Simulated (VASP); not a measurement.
# Bi in VASP: a series of runs, part 2 of 2

VASP 6.6.1. Earlier steps stand in the parts before.

## Step 5: Single point, PBEsol (33.97 Å³/atom)

This run uses another cell than the first one, of 33.97 Å³/atom.

Input file INCAR:

```
ALGO = Normal
EDIFF = 1E-6
ENCUT = 520
GGA = PS
ISIF = 2
ISMEAR = -1
LASPH = True
LCHARG = False
LREAL = False
LWAVE = False
NBANDS = 22
NELM = 100
PREC = Accurate
SIGMA = 0.03
```

Input file KPOINTS:

```
k-points
0
Gamma
  10 10 10
```

Input file POSCAR:

```
Bi
1.0
    2.2422797007      1.2945807888      3.9005610168
   -2.2422797007      1.2945807888      3.9005610168
    0.0000000000     -2.5891615775      3.9005610168
Bi
2
Direct
    0.2338900000      0.2338900000      0.2338900000
    0.7661100000      0.7661100000      0.7661100000
```

Potentials or basis: VASP PAW PBE potentials, release 64 (Bi_d).

The run is started by

```console
> cat potpaw_PBE.64/Bi_d/POTCAR > POTCAR
> mpirun -np 1 vasp_std > vasp.out
```

OUTCAR:

```text
EDIFF = 1E-6
   ENCUT = 520
   GGA = PS
   ISIF = 2
   ISMEAR = -1
   LASPH = True
   LREAL = False
   NELM = 100
   PREC = Accurate

 ion  position               nearest neighbor table
   1  0.234  0.234  0.234-   2 3.03   2 3.03   2 3.03   2 3.48   2 3.48   2 3.48
   2  0.766  0.766  0.766-   1 3.03   1 3.03   1 3.03   1 3.48   1 3.48   1 3.48

  LATTYP: Found a trigonal (rhomboedric) cell.
 ALAT       =     4.6816806727
 COS(alpha) =     0.5412184017

  Lattice vectors:

 A1 = (   2.2422797007,   1.2945807888,   3.9005610168)
 A2 = (  -2.2422797007,   1.2945807888,   3.9005610168)
 A3 = (   0.0000000000,  -2.5891615775,   3.9005610168)

Analysis of symmetry for initial positions (statically):
=====================================================================
 Subroutine PRICEL returns:
 Original cell was already a primitive cell.

 Routine SETGRP: Setting up the symmetry group for a
 trigonal (rhombohedral) supercell.

 Subroutine GETGRP returns: Found 12 space group operations
 (whereof 12 operations were pure point group operations)
[... 158 lines left out ...]
  ---------------------------------------------------
  free energy    TOTEN  =        -8.59515875 eV

  energy without entropy =       -8.59468891  energy(sigma->0) =       -8.59492383

 E-fermi :   6.5470     XC(G=0):  -9.8618

 val. band max:        6.5385086149   @ k =  -0.4000   0.5000   0.4000
 cond. band min:       6.6591435223   @ k =   0.4000   0.1000   0.1000
 fundamental gap:      0.1206349074
 Fermi energy:         6.5470087434

 k-point     1 :       0.0000    0.0000    0.0000
  band No.  band energies     occupation
      1     -16.3420      2.00000
      2     -16.3420      2.00000
      3     -16.1721      2.00000
      4     -16.1721      2.00000
      5     -16.1535      2.00000
      6     -15.9618      2.00000
[... 589 lines left out ...]
     21      15.8721      0.00000
     22      15.9629      0.00000

 [... further k-points ...]

------------------------ aborting loop because EDIFF is reached ----------------------------------------

  FORCE on cell =-STRESS in cart. coord.  units (eV):
  Direction    XX          YY          ZZ          XY          YZ          ZX
  --------------------------------------------------------------------------------------
  -------------------------------------------------------------------------------------
  Total        0.6257487      0.6257487      0.4989530     -0.0000000      0.0000000      0.0000000
  in kB       14.7575172     14.7575172     11.7671962     -0.0000000      0.0000000      0.0000000
  external PRESSURE =      13.7607435 kB  Pullay stress =       0.0000000 kB

 VOLUME and BASIS-vectors are now :
 -----------------------------------------------------------------------------
  energy-cutoff  :      520.00
  volume of cell :       67.94
      direct lattice vectors                 reciprocal lattice vectors
     2.242279701  1.294580789  3.900561017     0.222987346  0.128741804  0.085457792
    -2.242279701  1.294580789  3.900561017    -0.222987346  0.128741804  0.085457792
     0.000000000 -2.589161578  3.900561017     0.000000000 -0.257483609  0.085457792

 POSITION                                       TOTAL-FORCE (eV/Angst)
 -----------------------------------------------------------------------------------
      0.00000      0.00000      2.73691         0.000000      0.000000      0.314205
      0.00000      0.00000      8.96478         0.000000     -0.000000     -0.314205
 -----------------------------------------------------------------------------------
    total drift:                                0.000000     -0.000000      0.000000

  FREE ENERGIE OF THE ION-ELECTRON SYSTEM (eV)
  ---------------------------------------------------
  free  energy   TOTEN  =        -8.5951587522 eV

  energy  without entropy=       -8.5946889145  energy(sigma->0) =       -8.59492383
```

OSZICAR:

```text
N       E                     dE             d eps       ncg     rms          rms(c)
DAV:   1     0.307317770783E+03    0.30732E+03   -0.16217E+04  5116   0.167E+03
DAV:   2     0.176759023527E+02   -0.28964E+03   -0.28216E+03  5170   0.439E+02
DAV:   3    -0.769666039185E+01   -0.25373E+02   -0.25043E+02  6148   0.143E+02
DAV:   4    -0.857651349177E+01   -0.87985E+00   -0.87940E+00  6380   0.292E+01
DAV:   5    -0.861344514170E+01   -0.36932E-01   -0.36931E-01  7304   0.536E+00    0.112E+00
DAV:   6    -0.860069256671E+01    0.12753E-01   -0.19803E-02  6786   0.156E+00    0.651E-01
DAV:   7    -0.859516794523E+01    0.55246E-02   -0.12930E-02  6822   0.131E+00    0.115E-01
DAV:   8    -0.859515042670E+01    0.17519E-04   -0.14527E-03  5974   0.452E-01    0.191E-02
DAV:   9    -0.859515947464E+01   -0.90479E-05   -0.61781E-05  7760   0.627E-02    0.794E-03
DAV:  10    -0.859515875224E+01    0.72240E-06   -0.28351E-06  5234   0.148E-02
   1 F= -.85951588E+01 E0= -.85949238E+01  d E =-.469838E-03
```

Run time: 93 s. Hardware: 1 thread of Intel Xeon Platinum 8488C (Sapphire Rapids), shared host; peak memory 0.29 GiB.

What came out:

```yaml
Free_energy: -8.5952 eV
Pressure: 1.4 GPa
Largest_force: 0.314 eV/Å
Band_gap_on_the_k_mesh: zero (bands 15 and 16 overlap by 0.21 eV)
```

Forces in eV/Å, atoms in the order of the input:
```
Bi   0.000  0.000  0.314
Bi   0.000  0.000 -0.314
```

Stress tensor (GPa, compression positive):
```
1.48 0.00 0.00
0.00 1.48 0.00
0.00 0.00 1.18
```

Caveat: the PAW data sets were made with another functional, which shifts forces and pressure a little; spin-orbit coupling is left out, which moves the levels of the heavy elements.

## Step 6: Summary

```csv
cell,gap on the mesh (eV),pressure (GPa),largest force (eV/Å)
"a = 4.762 Å, angles 57.2°, 2 atoms",none,-1.2,0.07
"a = 4.808 Å, angles 57.2°, 2 atoms",none,-2.4,0.05
"a = 4.710, b = 4.760, c = 4.768 Å, angles 57.3, 57.1, 57.4°, 2 atoms",none,-0.7,0.14
"a = 4.682 Å, angles 57.2°, 2 atoms",none,1.4,0.31
```

Alike in all rows: task single point; level PBEsol; potentials or basis VASP PAW PBE potentials, release 64 (Bi_d); no spin polarisation; k mesh 10 × 10 × 10; cutoff (eV) 520; smearing fermi-dirac 0.03 eV.

Caveats: the PAW data sets were made with another functional, which shifts forces and pressure a little; spin-orbit coupling is left out, which moves the levels of the heavy elements.

Total energies depend on the potentials used, so only differences within one code and one set of settings carry meaning.
